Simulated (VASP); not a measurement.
Here is a VASP 6.6.1 calculation.

The input INCAR:

```
SYSTEM = MoSe
PREC = Accurate ; ENCUT = 600
EDIFF = 1E-6 ; ISMEAR = 0
SIGMA = 0.1 ; LREAL = .FALSE.
LASPH = .TRUE. ; NELM = 150
ALGO = Normal ; ISIF = 3
LWAVE = .FALSE. ; LCHARG = .FALSE.
LMAXMIX = 4 ; LDAU = .TRUE.
LDAUTYPE = 2 ; LDAUL = 2 -1
LDAUU = 4.38 0 ; LDAUJ = 0 0
LDAUPRINT = 1 ; GGA = PE
IBRION = 2 ; NSW = 80
EDIFFG = -0.01
```

Contents of KPOINTS:

```
Automatic mesh
0
G
  12 12 12
  0 0 0
```

File POSCAR:

```
MoSe
1.0
    3.5333486654      0.0000000000      0.0000000000
    0.0000000000      3.5333486654      0.0000000000
    0.0000000000      0.0000000000      3.5333486654
Mo Se
1 1
Direct
    0.0000000000      0.0000000000      0.0000000000
    0.5000000000      0.5000000000      0.5000000000
```

Potentials or basis: VASP PAW PBE potentials, release 64 (Mo_sv, Se).

The run is started by

```console
$ cat potpaw_PBE.64/Mo_sv/POTCAR potpaw_PBE.64/Se/POTCAR > POTCAR
$ mpirun -np 1 vasp_std > vasp.out
```

Task: Estimate the band gap on the k mesh.

Result: Zero (bands 10 and 11 overlap by 2.64 eV).

Task: What does it give for the relaxed volume?

Result: 15.93 Å³/atom.

Task: Predict the relaxed cell.

Result: a = 3.170 Å, b = 3.170 Å, c = 3.170 Å, α = 90.00°, β = 90.00°, γ = 90.00°.

Eigenvalues of the final occupation matrices:
```csv
site,spin,trace,eigenvalues
site 1 d,1,1.97,0.36 0.36 0.36 0.45 0.45
site 1 d,2,1.97,0.36 0.36 0.36 0.45 0.45
```

Caveat: the volume moved by over 15 % at a fixed basis, so the end points are rough; U without spin polarisation on a metal has little footing.
